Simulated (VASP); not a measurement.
# BaS (Pm-3m) in VASP: notebook

Aim: see how the results for BaS move with the level of theory and the settings. Levels: PBE, r2SCAN. Tasks: single point.

All numbers are computed with VASP 6.6.1; they aren't measurements. Logs are shortened: lines on timing, memory, paths and dates and some standing lists are left out, and cuts for length are marked.

### 1 The cell of the first run

It takes space group Pm-3m (No. 221, cubic). The conventional cell has a = 3.917 Å, b = 3.917 Å, c = 3.917 Å, α = 90.00°, β = 90.00°, γ = 90.00°. Ba (site symmetry m-3m) has 8 S at 3.39 Å and 6 Ba at 3.92 Å within 4.5 Å. S (site symmetry m-3m) has 8 Ba at 3.39 Å and 6 S at 3.92 Å within 4.5 Å.

### 2 Single point, PBE (volume changed by +6%)

Contents of INCAR:

```
  ALGO = Normal
  EDIFF = 1E-6
  ENCUT = 520
  GGA = PE
  ISIF = 2
  ISMEAR = 0
  LASPH = T
  LCHARG = T
  LELF = T
  LREAL = F
  LVHAR = T
  LWAVE = F
  NBANDS = 15
  NELM = 80
  PREC = Accurate
  SIGMA = 0.01
```

Contents of KPOINTS:

```
k-points
0
Gamma
  6 6 6
```

Contents of POSCAR:

```
BaS
1.0
    3.9167435319      0.0000000000      0.0000000000
    0.0000000000      3.9167435319      0.0000000000
    0.0000000000      0.0000000000      3.9167435319
Ba S
1 1
Direct
    0.0000000000      0.0000000000      0.0000000000
    0.5000000000      0.5000000000      0.5000000000
```

Potentials or basis: VASP PAW PBE potentials, release 64 (Ba_sv, S).

The run is started by

```
> cat potpaw_PBE.64/Ba_sv/POTCAR potpaw_PBE.64/S/POTCAR > POTCAR
> mpirun -np 1 vasp_std > vasp.out
```

OUTCAR:

```text
EDIFF = 1E-6
   ENCUT = 520
   GGA = PE
   ISIF = 2
   ISMEAR = 0
   LASPH = T
   LREAL = F
   NELM = 80
   PREC = Accurate

 ion  position               nearest neighbor table
   1  0.000  0.000  0.000-   2 3.39   2 3.39   2 3.39   2 3.39   2 3.39   2 3.39   2 3.39   2 3.39

   2  0.500  0.500  0.500-   1 3.39   1 3.39   1 3.39   1 3.39   1 3.39   1 3.39   1 3.39   1 3.39

  LATTYP: Found a simple cubic cell.
 ALAT       =     3.9167435319

  Lattice vectors:

 A1 = (   3.9167435319,   0.0000000000,   0.0000000000)
 A2 = (   0.0000000000,   3.9167435319,   0.0000000000)
 A3 = (   0.0000000000,   0.0000000000,   3.9167435319)

Analysis of symmetry for initial positions (statically):
=====================================================================
 Subroutine PRICEL returns:
 Original cell was already a primitive cell.

 Routine SETGRP: Setting up the symmetry group for a
 simple cubic supercell.

 Subroutine GETGRP returns: Found 48 space group operations
 (whereof 48 operations were pure point group operations)
 out of a pool of 48 trial point group operations.

The static configuration has the point symmetry O_h .

Analysis of symmetry for dynamics (positions and initial velocities):
=====================================================================
 Subroutine PRICEL returns:
 Original cell was already a primitive cell.

 Routine SETGRP: Setting up the symmetry group for a
 simple cubic supercell.

 Subroutine GETGRP returns: Found 48 space group operations
 (whereof 48 operations were pure point group operations)
 out of a pool of 48 trial point group operations.

The dynamic configuration has the point symmetry O_h .

 Subroutine INISYM returns: Found 48 space group operations
 (whereof 48 operations are pure point group operations),
 and found     1 'primitive' translations

----------------------------------------------------------------------------------------

                                     Primitive cell

  volume of cell :      60.0863

  direct lattice vectors                    reciprocal lattice vectors
     3.916743532  0.000000000  0.000000000     0.255314138  0.000000000  0.000000000
     0.000000000  3.916743532  0.000000000     0.000000000  0.255314138  0.000000000
     0.000000000  0.000000000  3.916743532     0.000000000  0.000000000  0.255314138

  length of vectors
     3.916743532  3.916743532  3.916743532     0.255314138  0.255314138  0.255314138

  position of ions in fractional coordinates (direct lattice)
     0.000000000  0.000000000  0.000000000
     0.500000000  0.500000000  0.500000000

  ion indices of the primitive-cell ions
   primitive index   ion index
                 1           1
                 2           2

----------------------------------------------------------------------------------------

 KPOINTS: k-points

Automatic generation of k-mesh.
 Grid dimensions read from file:
 generate k-points for:    6    6    6

 Generating k-lattice:

  Cartesian coordinates                     Fractional coordinates (reciprocal lattice)
     0.042552356  0.000000000  0.000000000     0.166666667  0.000000000  0.000000000
     0.000000000  0.042552356  0.000000000     0.000000000  0.166666667  0.000000000
     0.000000000  0.000000000  0.042552356     0.000000000  0.000000000  0.166666667

  Length of vectors
     0.042552356  0.042552356  0.042552356

  Shift w.r.t. Gamma in fractional coordinates (k-lattice)
     0.000000000  0.000000000  0.000000000

 Subroutine IBZKPT returns following result:
 ===========================================

 Found     20 irreducible k-points:

 Following reciprocal coordinates:
            Coordinates               Weight
  0.000000  0.000000  0.000000      1.000000
  0.166667  0.000000  0.000000      6.000000
  0.333333  0.000000  0.000000      6.000000
  0.500000  0.000000  0.000000      3.000000
  0.166667  0.166667  0.000000     12.000000
  0.333333  0.166667  0.000000     24.000000
[... 12 lines left out ...]
  0.500000  0.500000  0.333333      6.000000
  0.500000  0.500000  0.500000      1.000000
   k-points           NKPTS =     20   k-points in BZ     NKDIM =     20   number of bands    NBANDS=     15
   number of dos      NEDOS =    301   number of ions     NIONS =      2
   total plane-waves  NPLWV =  27000
   dimension x,y,z NGX =    30 NGY =   30 NGZ =   30
   dimension x,y,z NGXF=    60 NGYF=   60 NGZF=   60
   ions per type =               1   1
   NGX,Y,Z   is equivalent  to a cutoff of  12.73, 12.73, 12.73 a.u.
   NGXF,Y,Z  is equivalent  to a cutoff of  25.47, 25.47, 25.47 a.u.
 SYSTEM =  unknown system
   PREC   = accura    normal or accurate (medium, high low for compatibility)
   ISTART =      0    job   : 0-new  1-cont  2-samecut
   ICHARG =      2    charge: 1-file 2-atom 10-const
   ISPIN  =      1    spin polarized calculation?
   LNONCOLLINEAR =      F non collinear calculations
   LSORBIT =      F    spin-orbit coupling
   LASPH  =      T    aspherical Exc in radial PAW
   ENCUT  =  520.0 eV  38.22 Ry    6.18 a.u.   7.28  7.28  7.28*2*pi/ulx,y,z
   NELM   =     80;   NELMIN=  2; NELMDL= -5     # of ELM steps
   EDIFF  = 0.1E-05   stopping-criterion for ELM
   LREAL  =      F    real-space projection
   EDIFFG = 0.1E-04   stopping-criterion for IOM
   NSW    =      0    number of steps for IOM
   IBRION =     -1    ionic relax: 0-MD 1-quasi-New 2-CG
   NFREE  =      0    steps in history (QN), initial steepest desc. (CG)
   ISIF   =      2    stress and relaxation
   ISYM   =      2    0-nonsym 1-usesym 2-fastsym
   POTIM  = 0.5000    time-step for ionic-motion
   TEBEG  =    0.0;   TEEND  =   0.0 temperature during run
   PSTRESS=    0.0 pullay stress
   NELECT =      16.0000    total number of electrons
   NUPDOWN=      -1.0000    fix difference up-down
   EMIN   =  10.00;   EMAX   =-10.00  energy-range for DOS
   EFERMI =   0.00;   METHOD = LEGACY
   ISMEAR =     0;   SIGMA  =   0.01  broadening in eV -4-tet -1-fermi 0-gaus
   EFERMI_NEDOS =   21; number of points for ismear=-14 and -15
   IALGO  =     38    algorithm
   IMIX   =      4    mixing-type and parameters
     AMIX     =   0.40;   BMIX     =  1.00
     AMIX_MAG =   1.60;   BMIX_MAG =  1.00
  volume/ion in A,a.u.               =      30.04       202.74
  Fermi-wavevector in a.u.,A,eV,Ry     =   1.053230  1.990315 15.092840  1.109292
  Thomas-Fermi vector in A             =   2.188343
   LORBIT       =      0    0 simple, 1 ext, 2 COOP (PROOUT), +10 PAW based schemes
   GGA     = PE    functional components
   LHFCALC =     F    Hartree Fock is set to
   AEXX    =    0.0000 exact exchange contribution
   IVDW    =     0    specifies the selected vdW correction
   LEPSILON=     F    determine dielectric tensor
   LRPA    =     F    only Hartree local field effects (RPA)
 non-spin polarized calculation
 Gauss-broadening in eV      SIGMA  =   0.01
  energy-cutoff  :      520.00
  volume of cell :       60.09
 maximum number of plane-waves:      1647
 NGX is ok and might be reduce to    30
   NGX = 15   NGY = 15   NGZ = 15

 number of electron      16.0000003 magnetization

 Free energy of the ion-electron system (eV)
  ---------------------------------------------------
  ext. energy  EPLUGINS =         0.00000000
  ---------------------------------------------------
  free energy    TOTEN  =        -9.74123122 eV

  energy without entropy =       -9.74123122  energy(sigma->0) =       -9.74123122

 E-fermi :   2.7094     XC(G=0):  -9.1234

 val. band max:        2.6406743343   @ k =   0.5000   0.5000   0.0000
 cond. band min:       4.1688338096   @ k =   0.0000   0.0000   0.0000
 fundamental gap:      1.5281594754
 Fermi energy:         2.7093734789

 k-point     1 :       0.0000    0.0000    0.0000
  band No.  band energies     occupation
      1     -24.6498      2.00000
      2      -9.4939      2.00000
      3      -9.4939      2.00000
      4      -9.4939      2.00000
      5      -8.2871      2.00000
      6       2.5006      2.00000
      7       2.5006      2.00000
      8       2.5006      2.00000
      9       4.1688      0.00000
     10       4.1688      0.00000
     11       6.0132      0.00000
     12       8.9268      0.00000
     13       8.9268      0.00000
     14       8.9268      0.00000
     15      13.3014      0.00000

 k-point     2 :       0.1667    0.0000    0.0000
  band No.  band energies     occupation
      1     -24.6326      2.00000
      2      -9.8868      2.00000
      3      -9.4701      2.00000
      4      -9.4701      2.00000
      5      -7.9583      2.00000
      6       1.5552      2.00000
      7       2.3698      2.00000
      8       2.3698      2.00000
      9       4.3502      0.00000
     10       5.1020      0.00000
     11       6.9321      0.00000
     12       8.9212      0.00000
     13       8.9212      0.00000
     14       9.0666      0.00000
     15      11.7595      0.00000

 k-point     3 :       0.3333    0.0000    0.0000
  band No.  band energies     occupation
      1     -24.5978      2.00000
      2     -10.4327      2.00000
      3      -9.4217      2.00000
      4      -9.4217      2.00000
      5      -7.5082      2.00000
      6       0.3687      2.00000
      7       2.1072      2.00000
      8       2.1072      2.00000
      9       4.7995      0.00000
     10       7.0660      0.00000
     11       8.4430      0.00000
     12       9.0847      0.00000
     13       9.0847      0.00000
     14       9.3918      0.00000
     15       9.9501      0.00000
[... 271 lines left out ...]
 k-point    19 :       0.5000    0.5000    0.3333
  band No.  band energies     occupation
      1     -24.4690      2.00000
      2     -10.0604      2.00000
      3     -10.0604      2.00000
      4      -9.8568      2.00000
      5      -7.6631      2.00000
      6       0.3587      2.00000
      7       0.3587      2.00000
      8       0.5542      2.00000
      9       7.7992      0.00000
     10       8.4023      0.00000
     11       8.4023      0.00000
     12       8.7565      0.00000
     13      11.1231      0.00000
     14      11.2630      0.00000
     15      11.2630      0.00000

 k-point    20 :       0.5000    0.5000    0.5000
  band No.  band energies     occupation
      1     -24.4534      2.00000
      2     -10.0208      2.00000
      3     -10.0208      2.00000
      4     -10.0208      2.00000
      5      -7.5774      2.00000
      6       0.0957      2.00000
      7       0.0957      2.00000
      8       0.0957      2.00000
      9       9.5160      0.00000
     10       9.5160      0.00000
     11       9.5160      0.00000
     12      10.0179      0.00000
     13      10.0179      0.00000
     14      10.0179      0.00000
     15      11.1751      0.00000

------------------------ aborting loop because EDIFF is reached ----------------------------------------

  FORCE on cell =-STRESS in cart. coord.  units (eV):
  Direction    XX          YY          ZZ          XY          YZ          ZX
  --------------------------------------------------------------------------------------
  -------------------------------------------------------------------------------------
  Total       -0.6061374     -0.6061374     -0.6061374      0.0000000      0.0000000      0.0000000
  in kB      -16.1624154    -16.1624154    -16.1624154      0.0000000      0.0000000      0.0000000
  external PRESSURE =     -16.1624154 kB  Pullay stress =       0.0000000 kB

 VOLUME and BASIS-vectors are now :
 -----------------------------------------------------------------------------
  energy-cutoff  :      520.00
  volume of cell :       60.09
      direct lattice vectors                 reciprocal lattice vectors
     3.916743532  0.000000000  0.000000000     0.255314138  0.000000000  0.000000000
     0.000000000  3.916743532  0.000000000     0.000000000  0.255314138  0.000000000
     0.000000000  0.000000000  3.916743532     0.000000000  0.000000000  0.255314138

 POSITION                                       TOTAL-FORCE (eV/Angst)
 -----------------------------------------------------------------------------------
      0.00000      0.00000      0.00000         0.000000      0.000000      0.000000
      1.95837      1.95837      1.95837         0.000000      0.000000      0.000000
 -----------------------------------------------------------------------------------
    total drift:                                0.000000     -0.000000     -0.000000

  FREE ENERGIE OF THE ION-ELECTRON SYSTEM (eV)
  ---------------------------------------------------
  free  energy   TOTEN  =        -9.7412312241 eV

  energy  without entropy=       -9.7412312241  energy(sigma->0) =       -9.74123122
```

Wall time 32 s (1 thread of Intel Xeon 8259CL, shared host); peak memory 0.17 GiB.

What came out:

* Free energy: -9.7412 eV
* Pressure: -1.6 GPa
* Band gap on the k mesh: 1.53 eV, indirect (least direct gap 1.67 eV)

Caveat: spin-orbit coupling is left out, which moves the levels of the heavy elements.

(Continued in part 2 of 3.)
